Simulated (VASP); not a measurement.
Set up this calculation in VASP 6.6.1, as the native input.

```yaml
Task: single point
Functional: PBE
Potentials_or_basis: VASP PAW PBE potentials, release 64 (Si, Ge_d, Pt)
Cutoff: 520 eV
k_mesh: 6 × 6 × 2
Occupations: gaussian, width 0.1 eV
Spin: no spin polarisation
Dipole_correction: no
Further_INCAR_settings: ALGO = Normal; EDIFF = 1e-07; NBANDS = 29
```

The structure of Si4GePt lies in POSCAR:

```
Si4GePt
1.0
    3.5735023293      0.0000000035      0.0000000000
   -1.7867511677      3.0947437959      0.0000000000
    0.0000000000      0.0000000000      9.0708439358
Si Ge Pt
4 1 1
Direct
    0.3333333333      0.6666666667      0.6687487395
    0.0000000000      0.0000000000      0.8414380627
    0.0000000000      0.0000000000      0.1585619373
    0.3333333333      0.6666666667      0.3312512605
    0.6666666667      0.3333333333      0.5000000000
    0.6666666667      0.3333333333      0.0000000000
```

The cell was built from a structure type or drawn by symmetry, and may not be a known phase.

The input as run:

INCAR

```
SYSTEM = Si4GePt
  PREC = Accurate
  ENCUT = 520
  EDIFF = 1E-7
  ISMEAR = 0
  SIGMA = 0.1
  LREAL = .False.
  LASPH = .True.
  NELM = 100
  ALGO = Normal
  ISIF = 2
  LWAVE = .False.
  LCHARG = .False.
  GGA = PE
  NBANDS = 29
```

KPOINTS

```
Automatic mesh
0
Gamma
  6 6 2
  0 0 0
```

Potentials or basis: VASP PAW PBE potentials, release 64 (Si, Ge_d, Pt).

Command:

```sh
$ cat potpaw_PBE.64/Si/POTCAR potpaw_PBE.64/Ge_d/POTCAR potpaw_PBE.64/Pt/POTCAR > POTCAR
$ mpirun -np 1 vasp_std > vasp.out
```

Results of the run:

```
Pressure               : 0.0 GPa
Largest force          : 0.040 eV/Å
Band gap on the k mesh : zero (bands 20 and 21 overlap by 3.36 eV)
```

Caveat: spin-orbit coupling is left out, which moves the levels of the heavy elements.

Run time: 31 s on 1 thread of Intel(R) Xeon(R) 6975P-C (Granite Rapids), on a shared host, peak memory 0.23 GiB.
